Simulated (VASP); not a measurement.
# La4Si15Ir5 (a cell with a defect) in VASP: single point with PBEsol

Aim: the single point of La4Si15Ir5 (a cell with a defect) with PBEsol.

Program: VASP 6.6.1. These are calculated values, not measurements. Logs are shortened: lines on timing, memory, paths and dates and some standing lists are left out, and cuts for length are marked.

### 1 The cell of the first run

The cell holds a defect, 24 atoms: a = 8.326 Å, b = 8.326 Å, c = 8.326 Å, α = 107.82°, β = 110.30°, γ = 110.30°.

### 2 Single point, PBEsol

Contents of INCAR:

```
PREC = Accurate
ENCUT = 520
EDIFF = 1E-6
ISMEAR = 0
SIGMA = 0.05
LREAL = Auto
LASPH = T
NELM = 60
ALGO = Normal
ISIF = 2
LWAVE = F
LCHARG = T
GGA = PS
LELF = T
LVHAR = T
NBANDS = 92
```

Contents of KPOINTS:

```
Automatic mesh
0
Gamma
  3 3 3
```

Contents of POSCAR:

```
La4Si15Ir5
1.0
   -6.3830497148     -2.1276832383      4.9044709826
   -2.1276832383      6.3830497148     -4.9044709826
    2.1276832383     -6.3830497148     -4.9044709826
La Si Ir
4 15 5
Direct
    0.3990989079      0.6012451094      0.8008214540
    0.6001624253      0.4014364826      0.2017287945
    0.2009462715      0.8022986820      0.4016039650
    0.9999294837      0.0021574108      0.0007933713
    0.7010363384      0.0432559765      0.1476882372
    0.3000600833      0.4367172508      0.3361551651
    0.5046817594      0.2364652797      0.7347073211
    0.0953822905      0.6306495284      0.9312548508
    0.8991710111      0.8471014736      0.5418555737
    0.5055367794      0.7486970787      0.2470094645
    0.0945532064      0.1420191376      0.4426375153
    0.3000666301      0.9367218330      0.8361562109
    0.8989361541      0.3353320495      0.0300612527
    0.7011675461      0.5316962079      0.6359158699
    0.4126072839      0.1870980714      0.3938495242
   -0.0072830160      0.5745204590      0.5864835873
    0.1874843855      0.3818626072      0.9740026090
    0.7999968636      0.7898334417      0.1892690829
    0.6073747649      0.9944117770      0.7812721195
    0.8000488758      0.5490514174      0.9485130568
    0.3948114672      0.9439198360      0.1423721198
    0.5991040596      0.7428912052      0.5476335110
    0.2052867349      0.1481801472      0.7485922994
    1.0010151083      0.3490999453      0.3432874420
```

Potentials or basis: VASP PAW PBE potentials, release 64 (La, Si, Ir).

On the command line:

```
$ cat potpaw_PBE.64/La/POTCAR potpaw_PBE.64/Si/POTCAR potpaw_PBE.64/Ir/POTCAR > POTCAR
$ mpirun -np 1 vasp_std > vasp.out
```

OUTCAR:

```text
PREC = Accurate
   ENCUT = 520
   EDIFF = 1E-6
   ISMEAR = 0
   LREAL = Auto
   LASPH = T
   NELM = 60
   ISIF = 2
   GGA = PS

 ion  position               nearest neighbor table
   1  0.399  0.601  0.801-  17 3.11  16 3.12   8 3.13  18 3.14  12 3.14   5 3.20  10 3.20  19 3.21
                            11 3.31  22 3.35   6 3.36  23 3.36  20 3.37  21 3.38  24 3.38   7 3.39
   2  0.600  0.401  0.202-  16 3.11  15 3.12  14 3.13  18 3.13   6 3.14  10 3.20   9 3.20  17 3.21
                             5 3.31  23 3.35  12 3.36  24 3.36  20 3.37  22 3.38  21 3.38   7 3.39
   3  0.201  0.802  0.402-  15 3.11  19 3.12   7 3.13  18 3.14  12 3.14   9 3.20  11 3.20  16 3.21
                            10 3.31  24 3.35   6 3.36  21 3.36  20 3.37  23 3.38  22 3.38  13 3.39
   4  1.000  0.002  0.001-  19 3.11  17 3.12  13 3.13  18 3.13   6 3.14  11 3.20   5 3.20  15 3.21
                             9 3.31  21 3.35  12 3.36  22 3.36  20 3.37  24 3.38  23 3.38   8 3.39
   5  0.701  0.043  0.148-  24 2.37  21 2.37  18 2.59  19 2.73  11 2.96  10 2.96  12 3.03  13 3.06
                             1 3.20   4 3.20   2 3.31
   6  0.300  0.437  0.336-  24 2.37  22 2.37  17 2.66  15 2.66  13 3.03  14 3.03  10 3.03  11 3.03
                             2 3.14   4 3.14   1 3.36   3 3.36
   7  0.505  0.236  0.735-  20 2.38  23 2.40  15 2.52  19 2.53  14 2.96  13 2.96  12 3.03  11 3.07
                             3 3.13   1 3.39   2 3.39
   8  0.095  0.631  0.931-  20 2.38  21 2.40  17 2.52  16 2.53  13 2.96  14 2.96  12 3.03  10 3.07
                             1 3.13   4 3.39   3 3.39
   9  0.899  0.847  0.542-  22 2.37  23 2.37  18 2.59  16 2.73  11 2.96  10 2.96  12 3.03  14 3.06
                             3 3.20   2 3.20   4 3.31
  10  0.506  0.749  0.247-  21 2.37  22 2.37  18 2.59  17 2.73   5 2.96   9 2.96   6 3.03   8 3.07
                             2 3.20   1 3.20   3 3.31
  11  0.095  0.142  0.443-  23 2.37  24 2.37  18 2.59  15 2.73   5 2.96   9 2.96   6 3.03   7 3.07
                             4 3.20   3 3.20   1 3.31
  12  0.300  0.937  0.836-  21 2.37  23 2.37  19 2.66  16 2.66   9 3.03   7 3.03   8 3.03   5 3.03
                             1 3.14   3 3.14   2 3.36   4 3.36
  13  0.899  0.335  0.030-  20 2.38  24 2.40  19 2.52  17 2.53   8 2.96   7 2.96   6 3.03   5 3.06
                             4 3.13   3 3.39   2 3.39
  14  0.701  0.532  0.636-  20 2.38  22 2.40  16 2.52  15 2.53   7 2.96   8 2.96   6 3.03   9 3.06
                             2 3.13   1 3.39   4 3.39
  15  0.413  0.187  0.394-  21 2.34   7 2.52  14 2.53   6 2.66  11 2.73   3 3.11   2 3.12   4 3.21
[... 9 lines left out ...]
  20  0.800  0.549  0.949-  18 2.36  14 2.38  13 2.38   8 2.38   7 2.38   4 3.37   2 3.37   3 3.37
                             1 3.37
  21  0.395  0.944  0.142-  15 2.34  10 2.37  12 2.37   5 2.37   8 2.40   4 3.35   3 3.36   1 3.38
                             2 3.38
  22  0.599  0.743  0.548-  19 2.34   9 2.37   6 2.37  10 2.37  14 2.40   1 3.35   4 3.36   2 3.38
                             3 3.38
  23  0.205  0.148  0.749-  17 2.34  11 2.37  12 2.37   9 2.37   7 2.40   2 3.35   1 3.36   3 3.38
                             4 3.38
  24  0.001  0.349  0.343-  16 2.34   5 2.37   6 2.37  11 2.37  13 2.40   3 3.35   2 3.36   4 3.38
                             1 3.38

  LATTYP: Found a body centered tetragonal cell.
 ALAT       =     9.5152887107
 C/A-ratio  =     1.0308612028

  Lattice vectors:

 A1 = (   2.1276832383,  -6.3830497148,   4.9044709826)
 A2 = (  -2.1276832383,   6.3830497148,   4.9044709826)
 A3 = (  -6.3830497148,  -2.1276832383,  -4.9044709826)

Analysis of symmetry for initial positions (statically):
=====================================================================
 Subroutine PRICEL returns:
 Original cell was already a primitive cell.

 Routine SETGRP: Setting up the symmetry group for a
 body centered tetragonal supercell.

 Subroutine GETGRP returns: Found  1 space group operations
 (whereof  1 operations were pure point group operations)
 out of a pool of 16 trial point group operations.

The static configuration has the point symmetry C_1 .

Analysis of symmetry for dynamics (positions and initial velocities):
=====================================================================
 Subroutine PRICEL returns:
 Original cell was already a primitive cell.

 Routine SETGRP: Setting up the symmetry group for a
 body centered tetragonal supercell.

 Subroutine GETGRP returns: Found  1 space group operations
 (whereof  1 operations were pure point group operations)
 out of a pool of 16 trial point group operations.

The dynamic configuration has the point symmetry C_1 .

 Subroutine INISYM returns: Found  1 space group operations
 (whereof  1 operations are pure point group operations),
 and found     1 'primitive' translations

----------------------------------------------------------------------------------------

                                     Primitive cell

  volume of cell :     444.0543

  direct lattice vectors                    reciprocal lattice vectors
    -6.383049715 -2.127683238  4.904470983    -0.140998432 -0.046999477  0.000000000
    -2.127683238  6.383049715 -4.904470983    -0.093998955  0.046999477 -0.101947795
     2.127683238 -6.383049715 -4.904470983    -0.046999477 -0.093998955 -0.101947795

  length of vectors
     8.326115255  8.326115255  8.326115255     0.148625397  0.146417578  0.146417578

  position of ions in fractional coordinates (direct lattice)
     0.399098908  0.601245109  0.800821454
     0.600162425  0.401436483  0.201728794
     0.200946272  0.802298682  0.401603965
     0.999929484  0.002157411  0.000793371
     0.701036338  0.043255976  0.147688237
     0.300060083  0.436717251  0.336155165
[... 16 lines left out ...]
     0.205286735  0.148180147  0.748592299
     0.001015108  0.349099945  0.343287442

  ion indices of the primitive-cell ions
   primitive index   ion index
                 1           1
                 2           2
                 3           3
                 4           4
                 5           5
                 6           6
[... 16 lines left out ...]
                23          23
                24          24

----------------------------------------------------------------------------------------

 KPOINTS: Automatic mesh

Automatic generation of k-mesh.
 Grid dimensions read from file:
 generate k-points for:    3    3    3

 Generating k-lattice:

  Cartesian coordinates                     Fractional coordinates (reciprocal lattice)
    -0.046999477 -0.015666492  0.000000000     0.333333333  0.000000000  0.000000000
    -0.031332985  0.015666492 -0.033982598    -0.000000000  0.333333333  0.000000000
    -0.015666492 -0.031332985 -0.033982598    -0.000000000  0.000000000  0.333333333

  Length of vectors
     0.049541799  0.048805859  0.048805859

  Shift w.r.t. Gamma in fractional coordinates (k-lattice)
     0.000000000  0.000000000  0.000000000

 Subroutine IBZKPT returns following result:
 ===========================================

 Found     14 irreducible k-points:

 Following reciprocal coordinates:
            Coordinates               Weight
  0.000000  0.000000  0.000000      1.000000
  0.333333 -0.000000  0.000000      2.000000
  0.000000 -0.333333  0.333333      2.000000
  0.000000  0.333333  0.000000      2.000000
  0.000000 -0.000000  0.333333      2.000000
 -0.333333 -0.000000  0.333333      2.000000
 -0.333333  0.333333 -0.000000      2.000000
  0.333333  0.333333  0.000000      2.000000
  0.000000 -0.333333 -0.333333      2.000000
  0.333333  0.000000  0.333333      2.000000
 -0.333333 -0.333333 -0.333333      2.000000
 -0.333333  0.333333  0.333333      2.000000
  0.333333 -0.333333  0.333333      2.000000
 -0.333333 -0.333333  0.333333      2.000000
   k-points           NKPTS =     14   k-points in BZ     NKDIM =     14   number of bands    NBANDS=     92
   number of dos      NEDOS =    301   number of ions     NIONS =     24
   total plane-waves  NPLWV = 262144
   dimension x,y,z NGX =    64 NGY =   64 NGZ =   64
   dimension x,y,z NGXF=   128 NGYF=  128 NGZF=  128
   ions per type =               4  15   5
   NGX,Y,Z   is equivalent  to a cutoff of  12.78, 12.78, 12.78 a.u.
   NGXF,Y,Z  is equivalent  to a cutoff of  25.56, 25.56, 25.56 a.u.
 SYSTEM =  unknown system
   PREC   = accura    normal or accurate (medium, high low for compatibility)
   ISTART =      0    job   : 0-new  1-cont  2-samecut
   ICHARG =      2    charge: 1-file 2-atom 10-const
   ISPIN  =      1    spin polarized calculation?
   LNONCOLLINEAR =      F non collinear calculations
   LSORBIT =      F    spin-orbit coupling
   LASPH  =      T    aspherical Exc in radial PAW
   ENCUT  =  520.0 eV  38.22 Ry    6.18 a.u.  15.48 15.48 15.48*2*pi/ulx,y,z
   NELM   =     60;   NELMIN=  2; NELMDL= -5     # of ELM steps
   EDIFF  = 0.1E-05   stopping-criterion for ELM
   LREAL  =      T    real-space projection
   EDIFFG = 0.1E-04   stopping-criterion for IOM
   NSW    =      0    number of steps for IOM
   IBRION =     -1    ionic relax: 0-MD 1-quasi-New 2-CG
   NFREE  =      0    steps in history (QN), initial steepest desc. (CG)
   ISIF   =      2    stress and relaxation
   ISYM   =      2    0-nonsym 1-usesym 2-fastsym
   POTIM  = 0.5000    time-step for ionic-motion
   TEBEG  =    0.0;   TEEND  =   0.0 temperature during run
   PSTRESS=    0.0 pullay stress
   NELECT =     149.0000    total number of electrons
   NUPDOWN=      -1.0000    fix difference up-down
   EMIN   =  10.00;   EMAX   =-10.00  energy-range for DOS
   EFERMI =   0.00;   METHOD = LEGACY
   ISMEAR =     0;   SIGMA  =   0.05  broadening in eV -4-tet -1-fermi 0-gaus
   EFERMI_NEDOS =   21; number of points for ismear=-14 and -15
   IALGO  =     38    algorithm
   IMIX   =      4    mixing-type and parameters
     AMIX     =   0.40;   BMIX     =  1.00
     AMIX_MAG =   1.60;   BMIX_MAG =  1.00
  volume/ion in A,a.u.               =      18.50       124.86
  Fermi-wavevector in a.u.,A,eV,Ry     =   1.137605  2.149762 17.607918  1.294145
  Thomas-Fermi vector in A             =   2.274310
   LORBIT       =      0    0 simple, 1 ext, 2 COOP (PROOUT), +10 PAW based schemes
   GGA     = PS    functional components
   LHFCALC =     F    Hartree Fock is set to
   AEXX    =    0.0000 exact exchange contribution
   IVDW    =     0    specifies the selected vdW correction
   LEPSILON=     F    determine dielectric tensor
   LRPA    =     F    only Hartree local field effects (RPA)
 non-spin polarized calculation
 Gauss-broadening in eV      SIGMA  =   0.05
  energy-cutoff  :      520.00
  volume of cell :      444.05
 maximum number of plane-waves:     12003
 NGX is ok and might be reduce to    64
   NGX = 31   NGY = 31   NGZ = 31

 number of electron     149.0000000 magnetization

 Free energy of the ion-electron system (eV)
  ---------------------------------------------------
  ext. energy  EPLUGINS =         0.00000000
  ---------------------------------------------------
  free energy    TOTEN  =      -174.97061377 eV

  energy without entropy =     -174.96476641  energy(sigma->0) =     -174.96769009

 E-fermi :   8.4255     XC(G=0): -10.9991

 val. band max:        8.3939586069   @ k =   0.3333   0.3333   0.0000
 cond. band min:       8.5379274177   @ k =   0.0000  -0.3333   0.3333
 fundamental gap:      0.1439688107
 Fermi energy:         8.4255333331

 k-point     1 :       0.0000    0.0000    0.0000
  band No.  band energies     occupation
      1     -23.6096      2.00000
      2     -23.5905      2.00000
      3     -23.5904      2.00000
      4     -23.5900      2.00000
      5      -7.7206      2.00000
      6      -7.6987      2.00000
[... 1235 lines left out ...]
     85      10.7186      0.00000
     86      10.7753      0.00000
 [bands above 86 left out]

------------------------ aborting loop because EDIFF is reached ----------------------------------------

  FORCE on cell =-STRESS in cart. coord.  units (eV):
  Direction    XX          YY          ZZ          XY          YZ          ZX
  --------------------------------------------------------------------------------------
  -------------------------------------------------------------------------------------
  Total       -6.1561038     -6.1511053      0.4018768     -0.0013964      0.0034315      0.0023949
  in kB      -22.2116289    -22.1935940      1.4499981     -0.0050382      0.0123810      0.0086411
  external PRESSURE =     -14.3184083 kB  Pullay stress =       0.0000000 kB

 VOLUME and BASIS-vectors are now :
 -----------------------------------------------------------------------------
  energy-cutoff  :      520.00
  volume of cell :      444.05
      direct lattice vectors                 reciprocal lattice vectors
    -6.383049715 -2.127683238  4.904470983    -0.140998432 -0.046999477  0.000000000
    -2.127683238  6.383049715 -4.904470983    -0.093998955  0.046999477 -0.101947795
     2.127683238 -6.383049715 -4.904470983    -0.046999477 -0.093998955 -0.101947795

 POSITION                                       TOTAL-FORCE (eV/Angst)
 -----------------------------------------------------------------------------------
     -2.12283     -2.12306     -4.91903         0.000952     -0.002152     -0.007141
     -4.25578     -0.00221     -0.01473        -0.001576     -0.002128     -0.006667
     -2.13520      2.13010     -4.91897        -0.002312      0.002171     -0.006714
     -6.38550     -2.11883      4.88965         0.001474      0.003203     -0.005983
     -4.25255     -2.15818      2.50173         0.000578      0.006661      0.022576
     -2.12926      0.00346     -2.31889        -0.000259     -0.000397      0.025094
[... 16 lines left out ...]
     -0.03287     -4.26925     -3.39137        -0.022479     -0.008051     -0.018956
     -0.01885      0.03494     -3.39082        -0.006140      0.025326     -0.024585
 -----------------------------------------------------------------------------------
    total drift:                               -0.002951     -0.005183      0.007460

  FREE ENERGIE OF THE ION-ELECTRON SYSTEM (eV)
  ---------------------------------------------------
  free  energy   TOTEN  =      -174.9706137656 eV

  energy  without entropy=     -174.9647664127  energy(sigma->0) =     -174.96769009
```

Wall time 30 min (1 thread of Intel Xeon Platinum 8259CL at 2.50GHz (Skylake/Cascade Lake), shared host); peak memory 0.81 GiB.

Results:

| Property | Result |
| --- | --- |
| Free energy | -174.9706 eV |
| Pressure | -1.4 GPa |
| Largest force | 0.052 eV/Å |
| Band gap on the k mesh | zero (an odd number of electrons rules out a gap without spin polarisation) |

Forces on the atoms (eV/Å):
```
La   0.001 -0.002 -0.007
La  -0.002 -0.002 -0.007
La  -0.002  0.002 -0.007
La   0.001  0.003 -0.006
Si   0.001  0.007  0.023
Si   0.000  0.000  0.025
Si   0.014 -0.001  0.037
Si  -0.017 -0.002  0.038
Si   0.003 -0.003  0.019
Si   0.012  0.004  0.024
Si  -0.010 -0.003  0.021
Si   0.000  0.000  0.025
Si   0.004 -0.017  0.036
Si  -0.004  0.021  0.038
Si   0.004 -0.003 -0.026
Si   0.005  0.004 -0.025
Si  -0.006  0.002 -0.025
Si  -0.001 -0.002 -0.025
Si  -0.001 -0.006 -0.024
Ir   0.000  0.000 -0.052
Ir   0.024  0.006 -0.020
Ir   0.004 -0.025 -0.022
Ir  -0.022 -0.008 -0.019
Ir  -0.006  0.025 -0.025
```

Stress tensor (GPa, compression positive):
```
-2.22  0.00  0.00
 0.00 -2.22  0.00
 0.00  0.00  0.14
```

Caveat: the PAW data sets were made with another functional, which shifts forces and pressure a little; spin-orbit coupling is left out, which moves the levels of the heavy elements.
